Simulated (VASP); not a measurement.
Here is a VASP 6.6.1 calculation.

File INCAR:

```
  PREC = Accurate
  ENCUT = 600
  EDIFF = 1E-8
  ISMEAR = -1
  SIGMA = 0.05
  LREAL = F
  LASPH = T
  NELM = 80
  ALGO = Normal
  ISIF = 3
  LWAVE = F
  LCHARG = F
  NBANDS = 21
  IBRION = 6
  NFREE = 2
  POTIM = 0.015
  NSW = 1
```

KPOINTS

```
regular mesh
0
Gamma
  5 5 5
```

POSCAR

```
Sn
1.0
    0.0000000000      3.2333428000      3.2333428000
    3.2333428000      0.0000000000      3.2333428000
    3.2333428000      3.2333428000      0.0000000000
Sn
2
Direct
    0.7500000000      0.7500000000      0.7500000000
    0.5000000000      0.5000000000      0.5000000000
```

Potentials or basis: VASP PAW LDA potentials, release 64 (Sn_d).

Launch:

```sh
$ cat potpaw_LDA.64/Sn_d/POTCAR > POTCAR
$ mpirun -np 1 vasp_std > vasp.out
```

(1) Predict the elastic constants C11, C12, C44.

(2) Estimate the Voigt bulk modulus.

(3) What does it give for the highest phonon frequency at Γ?

## Answers

(1) 69, 36, 11 GPa.

(2) 47 GPa.

(3) 186 cm⁻¹.
